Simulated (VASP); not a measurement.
# Mo3HS6 in VASP: a series of runs, part 2 of 2

VASP 6.6.1. Earlier steps stand in the parts before.

## 3. Single point, PBEsol

File INCAR:

```
SYSTEM = Mo3HS6
ALGO     = Normal         ! electronic algorithm
DIPOL    = 0.5 0.5 0.482
EDIFF    = 1E-6           ! SCF threshold, eV
ENCUT    = 520            ! plane-wave cutoff, eV
GGA      = PS             ! functional
IDIPOL   = 3            
ISIF     = 2              ! what is computed and relaxed
ISMEAR   = 0              ! smearing method
LASPH    = .TRUE.         ! aspherical terms in the spheres
LCHARG   = .FALSE.        ! write CHGCAR
LDIPOL   = .TRUE.       
LREAL    = .FALSE.        ! projectors in reciprocal space
LWAVE    = .FALSE.        ! write WAVECAR
NBANDS   = 50             ! bands
NELM     = 80             ! most SCF steps
PREC     = Accurate       ! precision mode
SIGMA    = 0.1            ! smearing width, eV
```

File KPOINTS:

```
k-points
0
G
  10 5 1
  0 0 0
```

File POSCAR:

```
Mo3HS6
1.0
    3.1204068985      0.0000000000      0.0000000000
   -1.5602034492      6.1523257957      0.0000000000
    0.0000000000      0.0000000000     25.6597815141
S Mo H
6 3 1
Direct
    0.8927216587      0.7854433174      0.3312576919
    0.1715891272      0.3431782543      0.3824398182
    0.4248770516      0.8497541032      0.4354374436
    0.7047428115      0.4094654124      0.4861970894
    0.9628665561      0.9257405526      0.5411345583
    0.1730160878      0.3460381128      0.6172031673
    0.5321553930      0.0643107859      0.3568487551
    0.0634283179      0.1268429315      0.4560351157
    0.6028601598      0.2057221030      0.5588565878
    0.1730160878      0.5127047794      0.6504177187
```

Potentials or basis: VASP PAW PBE potentials, release 64 (S, Mo_sv, H).

On the command line:

```console
$ cat potpaw_PBE.64/S/POTCAR potpaw_PBE.64/Mo_sv/POTCAR potpaw_PBE.64/H/POTCAR > POTCAR
$ mpirun -np 1 vasp_std > vasp.out
```

OUTCAR:

```text
SYSTEM = Mo3HS6
   EDIFF = 1E-6
   ENCUT = 520
   GGA = PS
   ISIF = 2
   ISMEAR = 0
   LASPH = .TRUE.
   LREAL = .FALSE.
   NELM = 80
   PREC = Accurate

 ion  position               nearest neighbor table
   1  0.893  0.785  0.331-   7 2.41   7 2.41
   2  0.172  0.343  0.382-   8 2.31   7 2.41   7 2.41
   3  0.425  0.850  0.435-   8 2.37   8 2.37   7 2.41
   4  0.705  0.409  0.486-   9 2.25   8 2.46   8 2.46
   5  0.963  0.926  0.541-   9 2.37   9 2.37   8 2.51
   6  0.173  0.346  0.617-  10 1.36   9 2.33   9 2.33
   7  0.532  0.064  0.357-   3 2.41   2 2.41   2 2.41   1 2.41   1 2.41   8 3.01   8 3.01
   8  0.063  0.127  0.456-   2 2.31   3 2.37   3 2.37   4 2.46   4 2.46   5 2.51   7 3.01   7 3.01
                             9 3.10   9 3.10
   9  0.603  0.206  0.559-   4 2.25   6 2.33   6 2.33   5 2.37   5 2.37   8 3.10   8 3.10
  10  0.173  0.513  0.650-   6 1.36

  LATTYP: Found a base centered orthorhombic cell.
 ALAT       =     3.1204068985
 B/A-ratio  =     3.9432843189
 C/A-ratio  =     8.2232165063

  Lattice vectors:

 A1 = (   1.5602034492,  -6.1523257957,   0.0000000000)
 A2 = (   1.5602034493,   6.1523257957,   0.0000000000)
 A3 = (   0.0000000000,   0.0000000000,  25.6597815141)

Analysis of symmetry for initial positions (statically):
=====================================================================
 Subroutine PRICEL returns:
 Original cell was already a primitive cell.

 Routine SETGRP: Setting up the symmetry group for a
 base centered orthorhombic supercell.

 Subroutine GETGRP returns: Found  1 space group operations
 (whereof  1 operations were pure point group operations)
 out of a pool of  8 trial point group operations.

The static configuration has the point symmetry C_1 .

Analysis of symmetry for dynamics (positions and initial velocities):
=====================================================================
 Subroutine PRICEL returns:
 Original cell was already a primitive cell.

 Routine SETGRP: Setting up the symmetry group for a
 base centered orthorhombic supercell.

 Subroutine GETGRP returns: Found  1 space group operations
 (whereof  1 operations were pure point group operations)
 out of a pool of  8 trial point group operations.

The dynamic configuration has the point symmetry C_1 .

 Subroutine INISYM returns: Found  1 space group operations
 (whereof  1 operations are pure point group operations),
 and found     1 'primitive' translations

----------------------------------------------------------------------------------------

                                     Primitive cell

  volume of cell :     492.6103

  direct lattice vectors                    reciprocal lattice vectors
     3.120406899  0.000000000  0.000000000     0.320471026  0.081270078  0.000000000
    -1.560203449  6.152325796  0.000000000     0.000000000  0.162540157  0.000000000
     0.000000000  0.000000000 25.659781514     0.000000000  0.000000000  0.038971493

  length of vectors
     3.120406899  6.347073932 25.659781514     0.330615342  0.162540157  0.038971493

  position of ions in fractional coordinates (direct lattice)
     0.892721659  0.785443317  0.331257692
     0.171589127  0.343178254  0.382439818
     0.424877052  0.849754103  0.435437444
     0.704742811  0.409465412  0.486197089
     0.962866556  0.925740553  0.541134558
     0.173016088  0.346038113  0.617203167
     0.532155393  0.064310786  0.356848755
     0.063428318  0.126842932  0.456035116
     0.602860160  0.205722103  0.558856588
     0.173016088  0.512704779  0.650417719
[... 99 lines left out ...]
   ISTART =      0    job   : 0-new  1-cont  2-samecut
   ICHARG =      2    charge: 1-file 2-atom 10-const
   ISPIN  =      1    spin polarized calculation?
   LNONCOLLINEAR =      F non collinear calculations
   LSORBIT =      F    spin-orbit coupling
   LASPH  =      T    aspherical Exc in radial PAW
   ENCUT  =  520.0 eV  38.22 Ry    6.18 a.u.   5.80 11.80 47.71*2*pi/ulx,y,z
   NELM   =     80;   NELMIN=  2; NELMDL= -5     # of ELM steps
   EDIFF  = 0.1E-05   stopping-criterion for ELM
   LREAL  =      F    real-space projection
   EDIFFG = 0.1E-04   stopping-criterion for IOM
   NSW    =      0    number of steps for IOM
   IBRION =     -1    ionic relax: 0-MD 1-quasi-New 2-CG
   NFREE  =      0    steps in history (QN), initial steepest desc. (CG)
   ISIF   =      2    stress and relaxation
   ISYM   =      2    0-nonsym 1-usesym 2-fastsym
   POTIM  = 0.5000    time-step for ionic-motion
   TEBEG  =    0.0;   TEEND  =   0.0 temperature during run
   PSTRESS=    0.0 pullay stress
   NELECT =      79.0000    total number of electrons
   NUPDOWN=      -1.0000    fix difference up-down
   EMIN   =  10.00;   EMAX   =-10.00  energy-range for DOS
   EFERMI =   0.00;   METHOD = LEGACY
   ISMEAR =     0;   SIGMA  =   0.10  broadening in eV -4-tet -1-fermi 0-gaus
   EFERMI_NEDOS =   21; number of points for ismear=-14 and -15
   IALGO  =     38    algorithm
   IMIX   =      4    mixing-type and parameters
     AMIX     =   0.40;   BMIX     =  1.00
     AMIX_MAG =   1.60;   BMIX_MAG =  1.00
  volume/ion in A,a.u.               =      49.26       332.43
  Fermi-wavevector in a.u.,A,eV,Ry     =   0.889439  1.680795 10.763585  0.791101
  Thomas-Fermi vector in A             =   2.010999
   LORBIT       =      0    0 simple, 1 ext, 2 COOP (PROOUT), +10 PAW based schemes
   GGA     = PS    functional components
   LHFCALC =     F    Hartree Fock is set to
   AEXX    =    0.0000 exact exchange contribution
   IVDW    =     0    specifies the selected vdW correction
   LEPSILON=     F    determine dielectric tensor
   LRPA    =     F    only Hartree local field effects (RPA)
 non-spin polarized calculation
 Gauss-broadening in eV      SIGMA  =   0.10
  energy-cutoff  :      520.00
  volume of cell :      492.61
 maximum number of plane-waves:     13305
   NGX = 11   NGY = 23   NGZ = 95

 dipolmoment           0.000000      0.000000      0.601635 electrons x Angstroem

 number of electron      79.0000002 magnetization

 dipolmoment           0.000000      0.000000     -0.177919 electrons x Angstroem

 Free energy of the ion-electron system (eV)
  ---------------------------------------------------
  ext. energy  EPLUGINS =         0.00000000
  ---------------------------------------------------
  free energy    TOTEN  =       -68.69383621 eV

  energy without entropy =      -68.66051406  energy(sigma->0) =      -68.67717514

 E-fermi :  -0.1004     XC(G=0):  -4.2430

 val. band max:       -0.1268647217   @ k =   0.4000   0.2000   0.0000
 cond. band min:      -0.0802195926   @ k =   0.0000   0.2000   0.0000
 fundamental gap:      0.0466451291
 Fermi energy:        -0.1004460689

 k-point     1 :       0.0000    0.0000    0.0000
  band No.  band energies     occupation
      1     -61.7568      2.00000
      2     -61.7222      2.00000
      3     -61.4920      2.00000
      4     -36.2072      2.00000
      5     -36.0194      2.00000
      6     -35.8769      2.00000
[... 1261 lines left out ...]
     49       2.8864      0.00000
     50       3.2327      0.00000

 [... further k-points ...]

------------------------ aborting loop because EDIFF is reached ----------------------------------------

 vacuum level on the upper side and lower side of the slab       (xc-potential included)        -0.960         0.685

  FORCE on cell =-STRESS in cart. coord.  units (eV):
  Direction    XX          YY          ZZ          XY          YZ          ZX
  --------------------------------------------------------------------------------------
  -------------------------------------------------------------------------------------
  Total        1.4804893     -1.4898005     -2.2642036     -0.1202543      0.4071208     -0.1701901
  in kB        4.8151780     -4.8454618     -7.3641486     -0.3911178      1.3241292     -0.5535302
  external PRESSURE =      -2.4648108 kB  Pullay stress =       0.0000000 kB

 VOLUME and BASIS-vectors are now :
 -----------------------------------------------------------------------------
  energy-cutoff  :      520.00
  volume of cell :      492.61
      direct lattice vectors                 reciprocal lattice vectors
     3.120406899  0.000000000  0.000000000     0.320471026  0.081270078  0.000000000
    -1.560203449  6.152325796  0.000000000     0.000000000  0.162540157  0.000000000
     0.000000000  0.000000000 25.659781514     0.000000000  0.000000000  0.038971493

 POSITION                                       TOTAL-FORCE (eV/Angst)
 -----------------------------------------------------------------------------------
      1.56020      4.83230      8.50000         0.005499      1.638555     -0.601107
      0.00000      2.11134      9.81332         0.015353      0.875709     -1.334068
      0.00000      5.22796     11.17323         0.023199      0.369343     -1.302000
      1.56023      2.51916     12.47571        -0.024260      0.025764     -0.095213
      1.56019      5.69546     13.88539         0.002377      0.226799      0.255802
     -0.00001      2.12894     15.83730        -0.414612     -0.767790      0.408062
      1.56020      0.39566      9.15666         0.017854     -3.010660      2.654084
      0.00002      0.78038     11.70176        -0.127808      0.051881      1.019672
      1.56020      1.26567     14.34014         0.358789      0.190101     -0.967857
     -0.26004      3.15433     16.68958         0.143610      0.400300     -0.037375
 -----------------------------------------------------------------------------------
    total drift:                                0.000277      0.000118     -0.000345

  FREE ENERGIE OF THE ION-ELECTRON SYSTEM (eV)
  ---------------------------------------------------
  free  energy   TOTEN  =       -68.6938362140 eV

  energy  without entropy=      -68.6605140612  energy(sigma->0) =      -68.67717514

 vacuum level on the upper side and lower side of the slab         2.993         4.671
```

Run time: 11 min. Hardware: 1 thread of Intel Xeon 6975P-C (Granite Rapids), shared host; peak memory 0.8 GiB.

What came out:

| Quantity | Value |
| --- | --- |
| Free energy | -68.6938 eV |
| Largest force | 4.014 eV/Å |
| Band gap on the k mesh | zero (an odd number of electrons rules out a gap without spin polarisation) |

Forces on the atoms (eV/Å):
```
S    0.005  1.639 -0.601
S    0.015  0.876 -1.334
S    0.023  0.369 -1.302
S   -0.024  0.026 -0.095
S    0.002  0.227  0.256
S   -0.415 -0.768  0.408
Mo   0.018 -3.011  2.654
Mo  -0.128  0.052  1.020
Mo   0.359  0.190 -0.968
H    0.144  0.400 -0.037
```

Caveat: the PAW data sets were made with another functional, which shifts forces and pressure a little.
